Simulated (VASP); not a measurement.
A run of VASP 6.6.1:

Contents of INCAR:

```
PREC = Accurate
ENCUT = 520
EDIFF = 1E-6
ISMEAR = 0
SIGMA = 0.05
LREAL = False
LASPH = True
NELM = 60
ALGO = Normal
ISIF = 2
LWAVE = False
LCHARG = False
NBANDS = 30
```

Contents of KPOINTS:

```
Automatic mesh
0
Gamma
  6 6 6
```

Contents of POSCAR:

```
CsPbCl3
1.0
    5.6815788331      0.6831223817      0.6831223817
    0.6831223817      5.6815788331      0.6831223817
    0.6831223817      0.6831223817      5.6815788331
Cs Pb Cl
1 1 3
Direct
    0.0000000000      0.0000000000      0.0000000000
    0.5000000000      0.5000000000      0.5000000000
    0.0000000000      0.5000000000      0.5000000000
    0.5000000000      0.0000000000      0.5000000000
    0.5000000000      0.5000000000      0.0000000000
```

Potentials or basis: VASP PAW LDA potentials, release 64 (Cs_sv, Pb_d, Cl).

Command:

```bash
$ cat potpaw_LDA.64/Cs_sv/POTCAR potpaw_LDA.64/Pb_d/POTCAR potpaw_LDA.64/Cl/POTCAR > POTCAR
$ mpirun -np 1 vasp_std > vasp.out
```

Hardware: 1 thread of Oxide Virtual Turin-like Processor (shared host).

**Question.** Estimate the wall time of this run.

**Answer.** Run time: 4.9 min on 1 thread of Oxide Virtual Turin-like Processor, with other jobs on the host, peak memory 0.32 GiB. Counts: scf iterations 13, k points 32.
